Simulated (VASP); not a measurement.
Sn, 2 atoms in the cell. It takes space group Fd-3m (No. 227, cubic). The conventional cell has a = 6.467 Å, b = 6.467 Å, c = 6.467 Å, α = 90.00°, β = 90.00°, γ = 90.00°. Sn (site symmetry -43m) has 4 Sn at 2.80 Å within 3.7 Å. 

| Quantity | Value |
| --- | --- |
| Program | VASP 6.6.1 |
| Task | density of states |
| Functional | PBE |
| Potentials or basis | VASP PAW PBE potentials, release 64 (Sn_d) |
| Cutoff | 520 eV |
| k mesh | 10 × 10 × 10 |
| Occupations | gaussian, width 0.05 eV |
| Spin | no spin polarisation |
| Dipole correction | no |
| k mesh for the DOS | 15 × 15 × 15 |
| Occupations for the DOS | tetrahedron |
| Further INCAR settings | ALGO = Fast; EDIFF = 1e-07 |

Potentials or basis: VASP PAW PBE potentials, release 64 (Sn_d).

The run is started by

```console
$ cat potpaw_PBE.64/Sn_d/POTCAR > POTCAR
$ cp INCAR.step1 INCAR
$ cp KPOINTS.step1 KPOINTS
$ mpirun -np 1 vasp_std > vasp.out
$ cp INCAR.step2 INCAR
$ cp KPOINTS.step2 KPOINTS
$ mpirun -np 1 vasp_std > vasp.out
```

Hardware: 1 thread of Intel(R) Xeon(R) Platinum 8488C (Sapphire Rapids), with other jobs on the host.

Problem. How long does it take, and how much memory?

Solution. Run time: 2.8 min on 1 thread of Intel(R) Xeon(R) Platinum 8488C (Sapphire Rapids), with other jobs on the host, peak memory 0.27 GiB. Counts: k points 120.
